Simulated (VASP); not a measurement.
Set up this calculation in VASP 6.6.1, as the native input.

```
Task                   : single point
Functional             : LDA
Potentials or basis    : VASP PAW LDA potentials, release 64 (Si, O)
Cutoff                 : 520 eV
k mesh                 : 6 × 6 × 4
Occupations            : gaussian, width 0.02 eV
Spin                   : no spin polarisation
Dipole correction      : no
Further INCAR settings : ALGO = Normal; EDIFF = 1e-06; NBANDS = 34
```

The structure of SiO2 lies in POSCAR:

```
SiO2
1.0
    4.8581608926      0.0000000000      0.0000000000
   -2.4290804463      4.2072907486      0.0000000000
    0.0000000000      0.0000000000      5.4805706837
Si O
3 6
Direct
    0.0000000000      0.5000000000      0.3333333333
    0.5000000000      0.5000000000      0.6666666667
    0.5000000000      0.0000000000      0.0000000000
    0.6005319773      0.8002659886      0.8333333333
    0.8002659886      0.6005319773      0.5000000000
    0.8002659886      0.1997340114      0.1666666667
    0.3994680227      0.1997340114      0.8333333333
    0.1997340114      0.3994680227      0.5000000000
    0.1997340114      0.8002659886      0.1666666667
```

These files were run (other wordings do the same):

INCAR

```
SYSTEM = SiO2
ALGO = Normal
EDIFF = 1E-6
ENCUT = 520
ISIF = 2
ISMEAR = 0
LASPH = .TRUE.
LCHARG = .FALSE.
LREAL = .FALSE.
LWAVE = .FALSE.
NBANDS = 34
NELM = 60
PREC = Accurate
SIGMA = 0.02
```

KPOINTS

```
k-points
0
G
  6 6 4
  0 0 0
```

Potentials or basis: VASP PAW LDA potentials, release 64 (Si, O).

Launch:

```sh
$ cat potpaw_LDA.64/Si/POTCAR potpaw_LDA.64/O/POTCAR > POTCAR
$ mpirun -np 1 vasp_std > vasp.out
```

It gave:

```yaml
Pressure: 12.8 GPa
Largest_force: 0.008 eV/Å
Band_gap_on_the_k_mesh: 5.64 eV, indirect (least direct gap 5.73 eV)
```

Run time: 53 s on 1 thread of Intel(R) Xeon(R) Platinum 8259CL CPU @ 2.50GHz (Skylake/Cascade Lake), on a shared host, peak memory 0.2 GiB.
